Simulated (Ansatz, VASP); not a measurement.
Sb in VASP and in Ansatz

The input INCAR:

```
SYSTEM = Sb
ALGO = Normal
EDIFF = 1E-6
ENCUT = 400
GGA = PE
GGA_COMPAT = .False.
ISIF = 2
ISMEAR = -1
ISPIN = 2
LASPH = .True.
LCHARG = .True.
LELF = .True.
LORBIT = 11
LREAL = .False.
LVHAR = .True.
LWAVE = .False.
MAGMOM = 3
NBANDS = 12
NELM = 200
PREC = Accurate
SIGMA = 0.1
```

The input KPOINTS:

```
k-points
0
Gamma
  1 1 1
  0 0 0
```

File POSCAR:

```
Sb
1.0
    8.0000000000      0.0000000000      0.0000000000
    0.0000000000      8.6000000000      0.0000000000
    0.0000000000      0.0000000000      9.1000000000
Sb
1
Direct
    0.2100000000      0.4400000000      0.5900000000
```

Input for Ansatz:

```yaml
crystal:
  lattice:
    - [8, 0, 0]
    - [0, 8.6, 0]
    - [0, 0, 9.1]
  atoms:
    - { symbol: Sb, position: [0.21, 0.44, 0.59], spin: 3 }
hamiltonian:
  xc: pbe
  pseudopotentials: { kind: paw, source: ansatz, level: accurate }
magnetization:
  spin_polarized: true
kpoints:
  mp_grid: { grid: [1, 1, 1], shift: [0, 0, 0] }
scf:
  occupations: { method: fermi_dirac }
```

Alike in both runs: task single point; functional PBE; k mesh 1 × 1 × 1; collinear spin.

|  | VASP | Ansatz |
| --- | --- | --- |
| version | VASP 6.6.1 | Ansatz 0.2 development build |
| potentials or method | VASP PAW PBE potentials, release 64 (Sb) | PAW hard accurate, scalar-relativistic |
| plane-wave cutoff (eV) | 400 | 430 |
| occupations | fermi-dirac, width 0.1 eV | fermi-dirac |

```csv
,VASP,Ansatz,Ansatz less VASP
net moment per atom (μB),3.00,3.00,0.000
size of the moment on the site where the two differ most (μB),1.07,2.98,+1.911
```

Site moments also hang on the region over which each program counts them. Ansatz's warnings: stability check not made.

Spin-orbit coupling is off throughout.
